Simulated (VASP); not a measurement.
Write the native input for VASP 6.6.1 that does the following.

* Task: single point
* Functional: RPBE
* Potentials or basis: VASP PAW PBE potentials, release 64 (As)
* Cutoff: 520 eV
* k mesh: 14 × 14 × 14
* Occupations: fermi-dirac, width 0.1 eV
* Spin: no spin polarisation
* Dipole correction: no
* Further INCAR settings: ALGO = Normal; EDIFF = 1e-06; NBANDS = 8

The structure of As lies in POSCAR:

```
As
1.0
    0.0000000000      2.1734942037      2.1734942037
    2.1734942037      0.0000000000      2.1734942037
    2.1734942037      2.1734942037      0.0000000000
As
1
Direct
    0.0000000000      0.0000000000      0.0000000000
```

This cell differs from its parent crystal: volume scaled by 1.04.

One way to write it, as run:

INCAR

```
PREC = Accurate
ENCUT = 520
EDIFF = 1E-6
ISMEAR = -1
SIGMA = 0.1
LREAL = F
LASPH = T
NELM = 60
ALGO = Normal
ISIF = 2
LWAVE = F
LCHARG = F
GGA = RP
NBANDS = 8
```

KPOINTS

```
regular mesh
0
Gamma
  14 14 14
```

Potentials or basis: VASP PAW PBE potentials, release 64 (As).

Run with:

```console
$ cat potpaw_PBE.64/As/POTCAR > POTCAR
$ mpirun -np 1 vasp_std > vasp.out
```

Results of the run:

- Pressure: -2.7 GPa

Caveat: the PAW data sets were made with another functional, which shifts forces and pressure a little.

Wall time 34 s on 1 thread of AMD EPYC 7R13, with other jobs on the host, peak memory 0.11 GiB.
